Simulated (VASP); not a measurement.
# CuO (F-43m) in VASP: notebook

Runs on CuO. Level: PBEsol. Tasks: single point.

Everything below comes from runs of VASP 6.6.1. Logs are shortened: lines on timing, memory, paths and dates and some standing lists are left out, and cuts for length are marked.

**1. The cell of the first run**

The structure is cubic, space group F-43m (No. 216). Conventional cell: a = 4.592 Å, b = 4.592 Å, c = 4.592 Å, α = 90.00°, β = 90.00°, γ = 90.00°. Within 2.6 Å of Cu (site symmetry -43m) lie 4 O at 1.99 Å. Within 2.6 Å of O (site symmetry -43m) lie 4 Cu at 1.99 Å.

**2. Single point, PBEsol**

INCAR reads:

```
SYSTEM = CuO
PREC = Accurate ; ENCUT = 520
EDIFF = 1E-7 ; ISMEAR = -1
SIGMA = 0.05 ; LREAL = .FALSE.
LASPH = .TRUE. ; NELM = 60
ALGO = Normal ; ISIF = 2
LWAVE = .FALSE. ; LCHARG = .TRUE.
GGA = PS ; LELF = .TRUE.
LVHAR = .TRUE. ; NBANDS = 16
```

KPOINTS reads:

```
Automatic mesh
0
G
  10 10 10
  0 0 0
```

POSCAR reads:

```
CuO
1.0
    0.0000000000      2.2957995131      2.2957995131
    2.2957995131      0.0000000000      2.2957995131
    2.2957995131      2.2957995131      0.0000000000
Cu O
1 1
Direct
    0.0000000000      0.0000000000      0.0000000000
    0.2500000000      0.2500000000      0.2500000000
```

Potentials or basis: VASP PAW PBE potentials, release 64 (Cu, O).

Started as:

```sh
cat potpaw_PBE.64/Cu/POTCAR potpaw_PBE.64/O/POTCAR > POTCAR
mpirun -np 1 vasp_std > vasp.out
```

OUTCAR:

```text
SYSTEM = CuO
   PREC = Accurate
   ENCUT = 520
   EDIFF = 1E-7
   ISMEAR = -1
   LREAL = .FALSE.
   LASPH = .TRUE.
   NELM = 60
   ISIF = 2
   GGA = PS

 ion  position               nearest neighbor table
   1  0.000  0.000  0.000-   2 1.99   2 1.99   2 1.99   2 1.99
   2  0.250  0.250  0.250-   1 1.99   1 1.99   1 1.99   1 1.99

  LATTYP: Found a face centered cubic cell.
 ALAT       =     4.5915990262

  Lattice vectors:

 A1 = (   0.0000000000,   2.2957995131,   2.2957995131)
 A2 = (   2.2957995131,   0.0000000000,   2.2957995131)
 A3 = (   2.2957995131,   2.2957995131,   0.0000000000)

Analysis of symmetry for initial positions (statically):
=====================================================================
 Subroutine PRICEL returns:
 Original cell was already a primitive cell.

 Routine SETGRP: Setting up the symmetry group for a
 face centered cubic supercell.

 Subroutine GETGRP returns: Found 24 space group operations
 (whereof 24 operations were pure point group operations)
 out of a pool of 48 trial point group operations.

The static configuration has the point symmetry T_d .

Analysis of symmetry for dynamics (positions and initial velocities):
=====================================================================
 Subroutine PRICEL returns:
 Original cell was already a primitive cell.

 Routine SETGRP: Setting up the symmetry group for a
 face centered cubic supercell.

 Subroutine GETGRP returns: Found 24 space group operations
 (whereof 24 operations were pure point group operations)
 out of a pool of 48 trial point group operations.

The dynamic configuration has the point symmetry T_d .

 Subroutine INISYM returns: Found 24 space group operations
 (whereof 24 operations are pure point group operations),
 and found     1 'primitive' translations

----------------------------------------------------------------------------------------

                                     Primitive cell

  volume of cell :      24.2009

  direct lattice vectors                    reciprocal lattice vectors
     0.000000000  2.295799513  2.295799513    -0.217789052  0.217789052  0.217789052
     2.295799513  0.000000000  2.295799513     0.217789052 -0.217789052  0.217789052
     2.295799513  2.295799513  0.000000000     0.217789052  0.217789052 -0.217789052

  length of vectors
     3.246750808  3.246750808  3.246750808     0.377221704  0.377221704  0.377221704

  position of ions in fractional coordinates (direct lattice)
     0.000000000  0.000000000  0.000000000
     0.250000000  0.250000000  0.250000000

  ion indices of the primitive-cell ions
   primitive index   ion index
                 1           1
                 2           2

----------------------------------------------------------------------------------------

 KPOINTS: Automatic mesh

Automatic generation of k-mesh.
 Grid dimensions read from file:
 generate k-points for:   10   10   10

 Generating k-lattice:

  Cartesian coordinates                     Fractional coordinates (reciprocal lattice)
    -0.021778905  0.021778905  0.021778905     0.100000000  0.000000000  0.000000000
     0.021778905 -0.021778905  0.021778905     0.000000000  0.100000000  0.000000000
     0.021778905  0.021778905 -0.021778905     0.000000000  0.000000000  0.100000000

  Length of vectors
     0.037722170  0.037722170  0.037722170

  Shift w.r.t. Gamma in fractional coordinates (k-lattice)
     0.000000000  0.000000000  0.000000000

 Subroutine IBZKPT returns following result:
 ===========================================

 Found     47 irreducible k-points:

 Following reciprocal coordinates:
            Coordinates               Weight
  0.000000  0.000000  0.000000      1.000000
  0.100000  0.000000  0.000000      8.000000
  0.200000  0.000000  0.000000      8.000000
  0.300000  0.000000  0.000000      8.000000
  0.400000  0.000000  0.000000      8.000000
  0.500000  0.000000  0.000000      4.000000
[... 16 lines left out ...]
  0.300000  0.300000  0.000000      6.000000
  0.400000  0.300000  0.000000     24.000000
 [... further k-points ...]
   k-points           NKPTS =     47   k-points in BZ     NKDIM =     47   number of bands    NBANDS=     16
   number of dos      NEDOS =    301   number of ions     NIONS =      2
   total plane-waves  NPLWV =  13824
   dimension x,y,z NGX =    24 NGY =   24 NGZ =   24
   dimension x,y,z NGXF=    48 NGYF=   48 NGZF=   48
   ions per type =               1   1
   NGX,Y,Z   is equivalent  to a cutoff of  12.29, 12.29, 12.29 a.u.
   NGXF,Y,Z  is equivalent  to a cutoff of  24.58, 24.58, 24.58 a.u.
 SYSTEM =  CuO
   PREC   = accura    normal or accurate (medium, high low for compatibility)
   ISTART =      0    job   : 0-new  1-cont  2-samecut
   ICHARG =      2    charge: 1-file 2-atom 10-const
   ISPIN  =      1    spin polarized calculation?
   LNONCOLLINEAR =      F non collinear calculations
   LSORBIT =      F    spin-orbit coupling
   LASPH  =      T    aspherical Exc in radial PAW
   ENCUT  =  520.0 eV  38.22 Ry    6.18 a.u.   6.04  6.04  6.04*2*pi/ulx,y,z
   NELM   =     60;   NELMIN=  2; NELMDL= -5     # of ELM steps
   EDIFF  = 0.1E-06   stopping-criterion for ELM
   LREAL  =      F    real-space projection
   EDIFFG = 0.1E-05   stopping-criterion for IOM
   NSW    =      0    number of steps for IOM
   IBRION =     -1    ionic relax: 0-MD 1-quasi-New 2-CG
   NFREE  =      0    steps in history (QN), initial steepest desc. (CG)
   ISIF   =      2    stress and relaxation
   ISYM   =      2    0-nonsym 1-usesym 2-fastsym
   POTIM  = 0.5000    time-step for ionic-motion
   TEBEG  =    0.0;   TEEND  =   0.0 temperature during run
   PSTRESS=    0.0 pullay stress
   NELECT =      17.0000    total number of electrons
   NUPDOWN=      -1.0000    fix difference up-down
   EMIN   =  10.00;   EMAX   =-10.00  energy-range for DOS
   EFERMI =   0.00;   METHOD = LEGACY
   ISMEAR =    -1;   SIGMA  =   0.05  broadening in eV -4-tet -1-fermi 0-gaus
   EFERMI_NEDOS =   21; number of points for ismear=-14 and -15
   IALGO  =     38    algorithm
   IMIX   =      4    mixing-type and parameters
     AMIX     =   0.40;   BMIX     =  1.00
     AMIX_MAG =   1.60;   BMIX_MAG =  1.00
  volume/ion in A,a.u.               =      12.10        81.66
  Fermi-wavevector in a.u.,A,eV,Ry     =   1.455282  2.750084 28.815043  2.117846
  Thomas-Fermi vector in A             =   2.572335
   LORBIT       =      0    0 simple, 1 ext, 2 COOP (PROOUT), +10 PAW based schemes
   GGA     = PS    functional components
   LHFCALC =     F    Hartree Fock is set to
   AEXX    =    0.0000 exact exchange contribution
   IVDW    =     0    specifies the selected vdW correction
   LEPSILON=     F    determine dielectric tensor
   LRPA    =     F    only Hartree local field effects (RPA)
 non-spin polarized calculation
  energy-cutoff  :      520.00
  volume of cell :       24.20
 maximum number of plane-waves:       666
   NGX = 13   NGY = 13   NGZ = 13

 number of electron      17.0000003 magnetization

 Free energy of the ion-electron system (eV)
  ---------------------------------------------------
  ext. energy  EPLUGINS =         0.00000000
  ---------------------------------------------------
  free energy    TOTEN  =       -10.34506132 eV

  energy without entropy =      -10.32247024  energy(sigma->0) =      -10.33376578

 E-fermi :   3.3383     XC(G=0): -11.0737

 val. band max:        3.3320245946   @ k =   0.5000   0.0000   0.0000
 cond. band min:       3.3409769126   @ k =   0.3000   0.2000   0.0000
 fundamental gap:      0.0089523181
 Fermi energy:         3.3383283358

 k-point     1 :       0.0000    0.0000    0.0000
  band No.  band energies     occupation
      1     -15.1423      2.00000
      2      -1.2859      2.00000
      3      -1.2859      2.00000
      4      -1.2859      2.00000
      5       1.4190      2.00000
      6       1.4190      2.00000
[... 8 lines left out ...]
     15      23.8770      0.00000
     16      23.8770      0.00000

 k-point     2 :       0.1000    0.0000    0.0000
  band No.  band energies     occupation
      1     -15.0871      2.00000
      2      -1.4428      2.00000
      3      -1.2569      2.00000
      4      -1.2569      2.00000
      5       1.4094      2.00000
      6       1.4094      2.00000
[... 8 lines left out ...]
     15      23.1236      0.00000
     16      23.1236      0.00000

 k-point     3 :       0.2000    0.0000    0.0000
  band No.  band energies     occupation
      1     -14.9396      2.00000
      2      -1.7839      2.00000
      3      -1.1836      2.00000
      4      -1.1836      2.00000
      5       1.3987      2.00000
      6       1.3987      2.00000
[... 8 lines left out ...]
     15      22.5326      0.00000
     16      22.5326      0.00000

 k-point     4 :       0.3000    0.0000    0.0000
  band No.  band energies     occupation
      1     -14.7513      2.00000
      2      -2.1032      2.00000
      3      -1.1009      2.00000
      4      -1.1009      2.00000
      5       1.4224      2.00000
      6       1.4224      2.00000
[... 8 lines left out ...]
     15      22.8535      0.00000
     16      22.8535      0.00000

 k-point     5 :       0.4000    0.0000    0.0000
  band No.  band energies     occupation
      1     -14.5937      2.00000
      2      -2.2964      2.00000
      3      -1.0424      2.00000
      4      -1.0424      2.00000
      5       1.4833      2.00000
      6       1.4833      2.00000
[... 8 lines left out ...]
     15      23.7645      0.00000
     16      23.7645      0.00000

 k-point     6 :       0.5000    0.0000    0.0000
  band No.  band energies     occupation
      1     -14.5326      2.00000
      2      -2.3559      2.00000
      3      -1.0224      2.00000
      4      -1.0224      2.00000
      5       1.5202      2.00000
      6       1.5202      2.00000
[... 8 lines left out ...]
     15      24.3200      0.00000
     16      24.3200      0.00000

 k-point     7 :       0.1000    0.1000    0.0000
  band No.  band energies     occupation
      1     -15.0687      2.00000
      2      -1.4933      2.00000
      3      -1.2440      2.00000
      4      -1.2440      2.00000
      5       1.3699      2.00000
      6       1.4391      2.00000
[... 8 lines left out ...]
     15      24.7126      0.00000
     16      24.7126      0.00000

 k-point     8 :       0.2000    0.1000    0.0000
  band No.  band energies     occupation
      1     -14.9524      2.00000
      2      -1.7524      2.00000
      3      -1.1890      2.00000
      4      -1.1795      2.00000
      5       1.3270      2.00000
      6       1.4537      2.00000
[... 8 lines left out ...]
     15      23.9935      0.00000
     16      24.4536      0.00000

 k-point     9 :       0.3000    0.1000    0.0000
  band No.  band energies     occupation
      1     -14.7779      2.00000
      2      -2.0309      2.00000
      3      -1.1297      2.00000
      4      -1.0934      2.00000
      5       1.3247      2.00000
      6       1.4775      2.00000
[... 8 lines left out ...]
     15      23.2430      0.00000
     16      24.3121      0.00000
[... 172 lines left out ...]
 k-point    19 :       0.5000    0.2000    0.0000
  band No.  band energies     occupation
      1     -14.4728      2.00000
      2      -2.1092      2.00000
      3      -1.1632      2.00000
      4      -0.8997      2.00000
      5       1.3419      2.00000
      6       1.5344      2.00000
[... 8 lines left out ...]
     15      25.6905      0.00000
     16      25.7505      0.00000

 k-point    20 :      -0.4000    0.2000    0.0000
  band No.  band energies     occupation
      1     -14.4595      2.00000
      2      -2.0038      2.00000
      3      -1.2846      2.00000
      4      -0.9074      2.00000
      5       1.3335      2.00000
      6       1.4489      2.00000
[... 8 lines left out ...]
     15      24.3522      0.00000
     16      25.7096      0.00000

 k-point    21 :      -0.3000    0.2000    0.0000
  band No.  band energies     occupation
      1     -14.5432      2.00000
      2      -2.0045      2.00000
      3      -1.2879      2.00000
      4      -0.9607      2.00000
      5       1.3542      2.00000
      6       1.4903      2.00000
[... 8 lines left out ...]
     15      22.6134      0.00000
     16      25.9251      0.00000

 k-point    22 :      -0.2000    0.2000    0.0000
  band No.  band energies     occupation
      1     -14.6893      2.00000
      2      -2.0164      2.00000
      3      -1.2128      2.00000
      4      -1.0448      2.00000
      5       1.3154      2.00000
      6       1.5085      2.00000
[... 8 lines left out ...]
     15      22.4831      0.00000
     16      25.9853      0.00000

 k-point    23 :       0.3000    0.3000    0.0000
  band No.  band energies     occupation
      1     -14.6289      2.00000
      2      -2.2536      2.00000
      3      -0.9216      2.00000
      4      -0.9216      2.00000
      5       1.1317      2.00000
      6       1.5571      2.00000
[... 8 lines left out ...]
     15      26.1552      0.00000
     16      27.5321      0.00000

 k-point    24 :       0.4000    0.3000    0.0000
  band No.  band energies     occupation
      1     -14.5081      2.00000
      2      -2.3066      2.00000
      3      -0.8711      2.00000
      4      -0.8228      2.00000
      5       1.1489      2.00000
      6       1.5813      2.00000
[... 8 lines left out ...]
     15      25.9496      0.00000
     16      27.6631      0.00000

 [... further k-points ...]
[... 5 lines left out ...]
  --------------------------------------------------------------------------------------
  -------------------------------------------------------------------------------------
  Total       -1.7279408     -1.7279408     -1.7279408      0.0000000      0.0000000      0.0000000
  in kB     -114.3951391   -114.3951391   -114.3951391      0.0000000      0.0000000      0.0000000
  external PRESSURE =    -114.3951391 kB  Pullay stress =       0.0000000 kB

 VOLUME and BASIS-vectors are now :
 -----------------------------------------------------------------------------
  energy-cutoff  :      520.00
  volume of cell :       24.20
      direct lattice vectors                 reciprocal lattice vectors
     0.000000000  2.295799513  2.295799513    -0.217789052  0.217789052  0.217789052
     2.295799513  0.000000000  2.295799513     0.217789052 -0.217789052  0.217789052
     2.295799513  2.295799513  0.000000000     0.217789052  0.217789052 -0.217789052

 POSITION                                       TOTAL-FORCE (eV/Angst)
 -----------------------------------------------------------------------------------
      0.00000      0.00000      0.00000         0.000000      0.000000      0.000000
      1.14790      1.14790      1.14790        -0.000000     -0.000000     -0.000000
 -----------------------------------------------------------------------------------
    total drift:                                0.000001      0.000001      0.000001

  FREE ENERGIE OF THE ION-ELECTRON SYSTEM (eV)
  ---------------------------------------------------
  free  energy   TOTEN  =       -10.3450613193 eV

  energy  without entropy=      -10.3224702448  energy(sigma->0) =      -10.33376578
```

Wall time 45 s (1 thread of AMD EPYC, shared host); peak memory 0.11 GiB.

Results:

```
Free energy : -10.3451 eV
Pressure    : -11.4 GPa
```

Caveat: the PAW data sets were made with another functional, which shifts forces and pressure a little; an odd number of electrons without spin polarisation forces a metal; a magnetic or distorted state may lie lower; semilocal functionals often make such compounds metallic where correlation or magnetic order opens a gap, which also shifts bond lengths. With open d or f shells a metallic result of PBEsol can be an artefact of self-interaction; +U or a hybrid may open a gap.

**3. Single point, PBEsol**

This run uses another cell than the first one, of 12.35 Å³/atom, 1.021 times its volume.

INCAR reads:

```
SYSTEM = CuO
  PREC = Accurate
  ENCUT = 520
  EDIFF = 1E-7
  ISMEAR = -1
  SIGMA = 0.05
  LREAL = .FALSE.
  LASPH = .TRUE.
  NELM = 100
  ALGO = Normal
  ISIF = 2
  LWAVE = .FALSE.
  LCHARG = .TRUE.
  GGA = PS
  LELF = .TRUE.
  LVHAR = .TRUE.
  NBANDS = 16
```

KPOINTS reads:

```
regular mesh
0
G
  10 10 10
  0 0 0
```

POSCAR reads:

```
CuO
1.0
    0.0000000000      2.3116331135      2.3116331135
    2.3116331135      0.0000000000      2.3116331135
    2.3116331135      2.3116331135      0.0000000000
Cu O
1 1
Direct
    0.0000000000      0.0000000000      0.0000000000
    0.2500000000      0.2500000000      0.2500000000
```

Potentials or basis: VASP PAW PBE potentials, release 64 (Cu, O).

Started as:

```sh
cat potpaw_PBE.64/Cu/POTCAR potpaw_PBE.64/O/POTCAR > POTCAR
mpirun -np 1 vasp_std > vasp.out
```

It took 44 s on 1 thread of AMD EPYC, shared host; peak memory 0.12 GiB.

It converged, with:

| Quantity | Value |
| --- | --- |
| Free energy | -10.3066 eV |
| Pressure | -13.4 GPa |

Levels at points of the mesh, in eV from the Fermi level:
```csv
k point,band 7,band 8,band 9,band 10,band 11,band 12
"(0.00, 0.00, 0.00)",0.74,0.74,0.74,0.82,13.85,13.85
"(0.50, 0.00, 0.00)",-1.70,0.00,0.00,5.80,7.60,13.50
"(0.50, 0.50, 0.00)",-1.30,-1.05,-1.05,5.67,9.35,11.20
```

Caveat: the PAW data sets were made with another functional, which shifts forces and pressure a little; an odd number of electrons without spin polarisation forces a metal; a magnetic or distorted state may lie lower; semilocal functionals often make such compounds metallic where correlation or magnetic order opens a gap, which also shifts bond lengths.
